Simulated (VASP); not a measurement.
# MgO (dlda) (Fm-3m) in VASP: notebook, part 2 of 2

VASP 6.6.1. Earlier steps stand in the parts before.

### 5 Relaxation of cell and atoms, LDA

This run uses another cell than the first one, of 9.59 Å³/atom, 1.063 times its volume.

INCAR

```
SYSTEM = MgO
ALGO = Normal
EDIFF = 1E-6
EDIFFG = -0.05
ENCUT = 600
IBRION = 2
ISIF = 3
ISMEAR = 0
LASPH = .TRUE.
LCHARG = .FALSE.
LREAL = .FALSE.
LWAVE = .FALSE.
NELM = 60
NSW = 100
PREC = Accurate
SIGMA = 0.1
```

KPOINTS

```
k-points
0
G
  8 8 8
  0 0 0
```

POSCAR

```
MgO
1.0
    0.0000000000      2.1245000000      2.1245000000
    2.1245000000      0.0000000000      2.1245000000
    2.1245000000      2.1245000000      0.0000000000
Mg O
1 1
Direct
    0.0000000000      0.0000000000      0.0000000000
    0.5000000000      0.5000000000      0.5000000000
```

Potentials or basis: VASP PAW LDA potentials, release 64 (Mg, O).

Command:

```console
cat potpaw_LDA.64/Mg/POTCAR potpaw_LDA.64/O/POTCAR > POTCAR
mpirun -np 1 vasp_std > vasp.out
```

OUTCAR:

```text
SYSTEM = MgO
   EDIFF = 1E-6
   EDIFFG = -0.05
   ENCUT = 600
   IBRION = 2
   ISIF = 3
   ISMEAR = 0
   LASPH = .TRUE.
   LREAL = .FALSE.
   NELM = 60
   NSW = 100
   PREC = Accurate

 ion  position               nearest neighbor table
   1  0.000  0.000  0.000-   2 2.12   2 2.12   2 2.12   2 2.12   2 2.12   2 2.12
   2  0.500  0.500  0.500-   1 2.12   1 2.12   1 2.12   1 2.12   1 2.12   1 2.12

  LATTYP: Found a face centered cubic cell.
 ALAT       =     4.2490000000

  Lattice vectors:

 A1 = (   0.0000000000,   2.1245000000,   2.1245000000)
 A2 = (   2.1245000000,   0.0000000000,   2.1245000000)
 A3 = (   2.1245000000,   2.1245000000,   0.0000000000)

Analysis of symmetry for initial positions (statically):
=====================================================================
 Subroutine PRICEL returns:
[... 251 lines left out ...]

  energy without entropy =      -13.45254570  energy(sigma->0) =      -13.45254570

 E-fermi :   3.7918     XC(G=0): -11.8326

 val. band max:        3.2632720373   @ k =   0.0000   0.0000   0.0000
 cond. band min:       8.4202086762   @ k =   0.0000   0.0000   0.0000
 fundamental gap:      5.1569366390
 Fermi energy:         3.7918470825

 k-point     1 :       0.0000    0.0000    0.0000
  band No.  band energies     occupation
      1     -14.0043      2.00000
      2       3.2633      2.00000
      3       3.2633      2.00000
      4       3.2633      2.00000
      5       8.4202      0.00000
      6      19.0606      0.00000
      7      19.0606      0.00000
      8      19.0606      0.00000
[... 243 lines left out ...]
 k-point    24 :      -0.3750    0.2500    0.1250
  band No.  band energies     occupation
      1     -12.3483      2.00000
      2      -1.0099      2.00000
      3       1.1768      2.00000
      4       2.1878      2.00000
      5      13.1148      0.00000
      6      15.7254      0.00000
      7      17.0011      0.00000
      8      20.4598      0.00000

 [... further k-points ...]
[... 5 lines left out ...]
  --------------------------------------------------------------------------------------
  -------------------------------------------------------------------------------------
  Total        0.0032045      0.0032045      0.0032045     -0.0000000      0.0000000     -0.0000000
  in kB        0.2887729      0.2887729      0.2887729     -0.0000000      0.0000000     -0.0000000
  external PRESSURE =       0.2887729 kB  Pullay stress =       0.0000000 kB
[... 17 lines left out ...]
  FREE ENERGIE OF THE ION-ELECTRON SYSTEM (eV)
  ---------------------------------------------------
  free  energy   TOTEN  =       -13.4525457049 eV

  energy  without entropy=      -13.4525457049  energy(sigma->0) =      -13.45254570

 reached required accuracy - stopping structural energy minimisation
```

CONTCAR:

```text
MgO
   1.00000000000000
     0.0000000000000000    2.0715542532924918    2.0715542532924918
     2.0715542532924922    0.0000000000000000    2.0715542532924918
     2.0715542532924922    2.0715542532924918    0.0000000000000000
  Mg              O
     1     1
Direct
     0.0000000000000000    0.0000000000000000    0.0000000000000000
     0.5000000000000000    0.5000000000000000    0.5000000000000000

  0.00000000E+00  0.00000000E+00  0.00000000E+00
  0.00000000E+00  0.00000000E+00  0.00000000E+00
```

It took 7 s on 1 thread of Intel Xeon 6975P-C, shared host; peak memory 0.14 GiB.

Results:

```
Free energy                            : -13.4525 eV
Relaxed volume                         : 8.89 Å³/atom
Relaxed cell                           : a = 2.930 Å, b = 2.930 Å, c = 2.930 Å, α = 60.00°, β = 60.00°, γ = 60.00°
Space group after relaxing (to 0.05 Å) : Fm-3m (No. 225)
Energy gained by relaxing              : 26.9 meV/atom
Ionic steps                            : 3
Pressure after relaxing                : 0.0 GPa
Band gap on the k mesh                 : 5.16 eV, direct
```

The path:
```csv
step,energy change (eV),largest force (eV/Å),pressure (GPa),volume (Å³)
1,0.0000,0.0000,-11.57,19.18
2,-0.0469,0.0000,4.99,17.32
3,-0.0539,0.0000,0.03,17.78
```

Final structure:
```cif
data_structure
_symmetry_space_group_name_H-M 'P 1'
_symmetry_Int_Tables_number 1
_cell_length_a 2.9296
_cell_length_b 2.9296
_cell_length_c 2.9296
_cell_angle_alpha 60.000
_cell_angle_beta 60.000
_cell_angle_gamma 60.000
_cell_volume 17.78
loop_
_atom_site_label
_atom_site_type_symbol
_atom_site_fract_x
_atom_site_fract_y
_atom_site_fract_z
_atom_site_occupancy
Mg1 Mg 0.00000 0.00000 0.00000 1
O1 O 0.50000 0.50000 0.50000 1
```

Levels at points of the mesh, in eV from the valence-band top:
| k point | band 1 | band 2 | band 3 | band 4 | band 5 | band 6 | band 7 | band 8 |
| --- | --- | --- | --- | --- | --- | --- | --- | --- |
| (0.00, 0.00, 0.00) | -17.27 | 0.00 | 0.00 | 0.00 | 5.16 | 15.80 | 15.80 | 15.80 |
| (0.50, 0.00, 0.00) | -15.78 | -4.92 | -0.72 | -0.72 | 8.05 | 12.96 | 16.51 | 16.51 |
| (0.50, 0.50, 0.00) | -15.49 | -4.36 | -1.44 | -1.44 | 8.94 | 10.25 | 13.42 | 19.39 |

LDA usually gives volumes a few per cent too small. Zero-point motion and thermal expansion aren't in these numbers.

### 6 Summary

```csv
task,cell,cutoff (eV),smearing,gap on the mesh (eV),pressure (GPa),relaxed volume (Å³/atom)
single point,"a = 2.944 Å, angles 60.0°, 2 atoms",520,gaussian 0.1 eV,5.00,-2.2,-
single point,"a = 2.942 Å, angles 60.0°, 2 atoms",520,gaussian 0.02 eV,5.02,-1.9,-
relaxation of cell and atoms,"relaxed from a = 2.944 Å, angles 60.0°, 2 atoms",600,gaussian 0.02 eV,5.15,0.0,8.89
relaxation of cell and atoms,"relaxed from a = 3.004 Å, angles 60.0°, 2 atoms",600,gaussian 0.1 eV,5.16,0.0,8.89
```

Alike in all rows: level LDA; potentials or basis VASP PAW LDA potentials, release 64 (Mg, O); no spin polarisation; k mesh 8 × 8 × 8.

Absolute energies hang on the potentials; compare differences alone.

### 7 Against experiment

Step 2. Measured gap of MgO: 7.83 eV (quoted in “Electronic structure of alkaline earth and post-transition metal oxides”, 2009, arxiv:0908.1581). This calculation gives 5.00 eV (-2.83 eV). The value is that of LDA, without temperature or zero-point motion. Semilocal functionals fall short of measured gaps as a rule.

Step 3. A measured gap of MgO is 7.83 eV (quoted in “Electronic structure of alkaline earth and post-transition metal oxides”, 2009, arxiv:0908.1581); the calculated 5.02 eV misses it by -2.81 eV. The value is that of LDA, without temperature or zero-point motion. Semilocal functionals fall short of measured gaps as a rule.
